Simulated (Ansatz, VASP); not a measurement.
**CaO: VASP beside Ansatz**

```xyz
4
Lattice="1.8541 1.0704 6.0538 -1.8541 1.0704 6.0538 0.0000 -2.1409 6.0538" Properties=species:S:1:pos:R:3 pbc="T T T"
Ca    0.0000    0.0000   18.1616
Ca    0.0000    0.0000    9.0809
O     0.0000    0.0000    6.8104
O     0.0000    0.0000   15.8912
```

Alike in both runs: functional PBE; k mesh 6 × 6 × 6; occupations gaussian, width 0.02 eV; no spin polarisation.

Ansatz relaxed the structure, and its values are those at the end. VASP's run is a single point on that final structure, the one shown.

|  | VASP | Ansatz |
| --- | --- | --- |
| version | VASP 6.6.1 | Ansatz 0.2.0 |
| potentials or method | VASP PAW PBE potentials, release 64 (Ca_sv, O), cutoff 520 eV | scalar-relativistic, plane waves, PAW |
| valence electrons in the cell | 32 | 32 |

Ansatz gave:

* gap on the k mesh at the Fermi level (eV): 3.27
* least direct gap on the mesh (eV): 3.62
* pressure (GPa): 0.0

**Question.** Which values does VASP return?

**Answer.** gap on the k mesh at the Fermi level (eV): 3.27; least direct gap on the mesh (eV): 3.61; pressure (GPa): 0.4.

The functional is the same, so the differences come from potentials, cutoffs and numerics. Ansatz's warnings: structure snapped to symmetry.
